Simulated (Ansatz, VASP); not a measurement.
WSe2 in VASP and in Ansatz

File INCAR:

```
SYSTEM = WSe2
PREC = Accurate ; ENCUT = 520
EDIFF = 1E-6 ; ISMEAR = 0
SIGMA = 0.02 ; LREAL = .False.
LASPH = .True. ; NELM = 60
ALGO = Normal ; ISIF = 2
LWAVE = .False. ; LCHARG = .True.
GGA = PS ; LELF = .True.
LVHAR = .True. ; NBANDS = 20
```

File KPOINTS:

```
Automatic mesh
0
Gamma
  9 9 2
  0 0 0
```

The input POSCAR:

```
WSe2
1.0
    3.3179375931      0.0000000000      0.0000000000
   -1.6589687966      2.8734182438      0.0000000000
    0.0000000000      0.0000000000     16.6581424200
W Se
1 2
Direct
    0.0000000000      0.0000000000      0.0000000000
    0.3333333300      0.6666666700      0.0997865200
    0.3333333300      0.6666666700      0.9056162433
```

Input for Ansatz:

```yaml
crystal:
  lattice:
    - [3.3179375931, 0.0, 0.0]
    - [-1.6589687966, 2.8734182438, 0.0]
    - [0.0, 0.0, 16.65814242]
  atoms:
    - { symbol: W, position: [0.0, 0.0, 0.0] }
    - { symbol: Se, position: [0.33333333, 0.66666667, 0.09978652] }
    - { symbol: Se, position: [0.33333333, 0.66666667, 0.9056162433] }
basis:
  ecutwfc: 420
kpoints:
  mp_grid: { grid: [9, 9, 2] }
hamiltonian:
  xc: pbesol
scf:
  occupations: { method: gaussian, width: 0.02 }
output:
  forces: true
  stress: true
  eigenvalues: true
```

Change from the starting cell: one atom moved.

Alike in both runs: task single point; functional PBEsol; k mesh 9 × 9 × 2; occupations gaussian, width 0.02 eV; no spin polarisation.

|  | VASP | Ansatz |
| --- | --- | --- |
| version | VASP 6.6.1 | Ansatz 0.2.0 |
| potentials or method | VASP PAW PBE potentials, release 64 (W_sv, Se), cutoff 520 eV | scalar-relativistic, plane waves, PAW |
| valence electrons in the cell | 26 | 46 |

```tsv
	VASP	Ansatz	Ansatz less VASP
gap on the k mesh at the Fermi level (eV)	1.42	1.43	+0.004
least direct gap on the mesh (eV)	1.42	1.43	+0.004
rms of the force components (eV/Å)	0.692	0.672	-0.0201
```

VASP's potentials were made for PBE, not for PBEsol. Atom by atom the forces differ by 0.031 eV/Å (rms over components). The functional is the same, so the differences come from potentials, cutoffs and numerics. VASP's potentials hold 26 valence electrons a cell and Ansatz's 46, so a difference there can come from the potentials and not from the codes.

Neither program's run includes spin-orbit coupling.
